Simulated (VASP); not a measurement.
A run of VASP 6.6.1:

INCAR

```
SYSTEM = Ru
ALGO = Fast
EDIFF = 1E-6
ENCUT = 520
GGA = PS
ISIF = 2
ISMEAR = 0
LASPH = .TRUE.
LCHARG = .FALSE.
LREAL = .FALSE.
LWAVE = .FALSE.
NBANDS = 21
NELM = 80
PREC = Accurate
SIGMA = 0.15
```

KPOINTS

```
k-points
0
G
  21 21 12
  0 0 0
```

File POSCAR:

```
Ru
1.0
    2.7623645135      0.0000000000      0.0000000000
   -1.3811822567      2.3922778432      0.0000000000
    0.0000000000      0.0000000000      4.0960341007
Ru
2
Direct
    0.3333333333      0.6666666667      0.2500000000
    0.6666666667      0.3333333333      0.7500000000
```

Potentials or basis: VASP PAW PBE potentials, release 64 (Ru_pv).

Command:

```sh
$ cat potpaw_PBE.64/Ru_pv/POTCAR > POTCAR
$ mpirun -np 1 vasp_std > vasp.out
```

Hardware: 1 thread of AMD EPYC 7R43 64-Core Processor (Zen 3), on a shared host.

Problem. Estimate the wall time of this run.

Solution. Wall time 2.8 min on 1 thread of AMD EPYC 7R43 64-Core Processor (Zen 3), with other jobs on the host, peak memory 0.22 GiB. Counts: scf iterations 13, k points 336.
